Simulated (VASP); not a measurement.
A run of VASP 6.6.1 is set up as follows.

INCAR

```
SYSTEM = BiO
  ALGO = Normal
  EDIFF = 1E-6
  ENCUT = 520
  GGA = PE
  ISIF = 2
  ISMEAR = 0
  LASPH = .TRUE.
  LCHARG = .FALSE.
  LREAL = .FALSE.
  LWAVE = .FALSE.
  NBANDS = 29
  NELM = 100
  PREC = Accurate
  SIGMA = 0.1
```

File KPOINTS:

```
k-points
0
G
  4 4 4
  0 0 0
```

File POSCAR:

```
BiO
1.0
    3.7477193100      0.0000000000      0.0000000000
    0.0000000000      3.7477193100      0.0000000000
    0.0000000000      0.0000000000      5.3000754700
Bi O
2 2
Direct
    0.5000000000      0.0000000000      0.7500000000
    0.0000000000      0.5000000000      0.2500000000
    0.0000000000      0.0000000000      0.0000000000
    0.5000000000      0.5000000000      0.0000000000
```

Potentials or basis: VASP PAW PBE potentials, release 64 (Bi_d, O).

Launch:

```sh
$ cat potpaw_PBE.64/Bi_d/POTCAR potpaw_PBE.64/O/POTCAR > POTCAR
$ mpirun -np 1 vasp_std > vasp.out
```

(1) Estimate the band gap on the k mesh.

(2) Predict the largest force.

(3) Predict the pressure.

## Answers

(1) zero (band 21 reaches 8.74 eV, above the bottom of band 22 at 6.18 eV).

(2) 0.983 eV/Å.

(3) 10.0 GPa.

Caveat: the k points lie up to 0.42 Å⁻¹ apart; spin-orbit coupling is left out, which moves the levels of the heavy elements.
